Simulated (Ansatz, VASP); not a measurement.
# One calculation of Bi, two programs

INCAR

```
SYSTEM = Bi
PREC = Accurate
ENCUT = 520
EDIFF = 1E-6
ISMEAR = -1
SIGMA = 0.1
LREAL = .False.
LASPH = .True.
NELM = 100
ALGO = Normal
ISIF = 2
LWAVE = .False.
LCHARG = .True.
GGA = RE
LELF = .True.
LVHAR = .True.
NBANDS = 22
```

The input KPOINTS:

```
regular mesh
0
Gamma
  9 9 9
  0 0 0
```

File POSCAR:

```
Bi
1.0
    0.0000000000      3.6279077382      3.6279077382
    3.6279077382      0.0000000000      3.6279077382
    3.6279077382      3.6279077382      0.0000000000
Bi
2
Direct
    0.1250000000      0.1250000000      0.1250000000
    0.8750000000      0.8750000000      0.8750000000
```

Input for Ansatz:

```yaml
crystal:
  lattice:
    - [0.0, 3.6279077382, 3.6279077382]
    - [3.6279077382, 0.0, 3.6279077382]
    - [3.6279077382, 3.6279077382, 0.0]
  atoms:
    - { symbol: Bi, position: [0.125, 0.125, 0.125] }
    - { symbol: Bi, position: [0.875, 0.875, 0.875] }
hamiltonian:
  xc: revpbe
  pseudopotentials:
    kind: paw
    azcp:
      Bi: "pseudopotentials/Bi.paw.azcp"
basis:
  ecutwfc: 420
  fft_grid_basis: typed
kpoints:
  mp_grid: { grid: [9, 9, 9], shift: [0, 0, 0] }
magnetization:
  spin_polarized: false
scf:
  occupations: { method: fermi_dirac, width: 0.1 }
  lower_state_search: "off"
output:
  stress: true
```

Alike in both runs: task single point; functional revPBE; k mesh 9 × 9 × 9; occupations fermi-dirac, width 0.1 eV; no spin polarisation.

|  | VASP | Ansatz |
| --- | --- | --- |
| version | VASP 6.6.1 | Ansatz 0.2.0 |
| potentials or method | VASP PAW PBE potentials, release 64 (Bi_d), cutoff 520 eV | plane waves (420 eV) with PAW, scalar-relativistic |
| valence electrons in the cell | 30 | 30 |

```tsv
	VASP	Ansatz	Ansatz less VASP
pressure (GPa)	1.1	1.2	+0.05
```

VASP's potentials were made for PBE, not for revPBE. With one functional, cell and mesh, what is left measures potentials, basis and numerics.

Spin-orbit coupling is off throughout.
